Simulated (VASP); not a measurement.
A run of VASP 6.6.1:

File INCAR:

```
SYSTEM = As
ALGO = Normal ; EDIFF = 1E-6
ENCUT = 520 ; GGA = PS
ISIF = 2 ; ISMEAR = -1
LASPH = .TRUE. ; LCHARG = .TRUE.
LELF = .TRUE. ; LREAL = .FALSE.
LVHAR = .TRUE. ; LWAVE = .FALSE.
NBANDS = 18 ; NELM = 60
PREC = Accurate ; SIGMA = 0.05
```

File KPOINTS:

```
k-points
0
G
  6 6 5
  0 0 0
```

File POSCAR:

```
As
1.0
    1.8980000000     -5.7200000000      0.0000000000
    1.8980000000      5.7200000000      0.0000000000
    0.0000000000      0.0000000000      4.4700000000
As
4
Direct
    0.3900000000      0.6100000000      0.5600000000
    0.8900000000      0.1100000000      0.9400000000
    0.6100000000      0.3900000000      0.4400000000
    0.1100000000      0.8900000000      0.0600000000
```

Potentials or basis: VASP PAW PBE potentials, release 64 (As).

The run is started by

```sh
$ cat potpaw_PBE.64/As/POTCAR > POTCAR
$ mpirun -np 1 vasp_std > vasp.out
```

Hardware: 1 thread of AMD EPYC 7R13, with other jobs on the host.

Q: Estimate the wall time of this run.

A: Run time: 110 s on 1 thread of AMD EPYC 7R13, on a shared host, peak memory 0.25 GiB. Counts: scf iterations 11, k points 39.
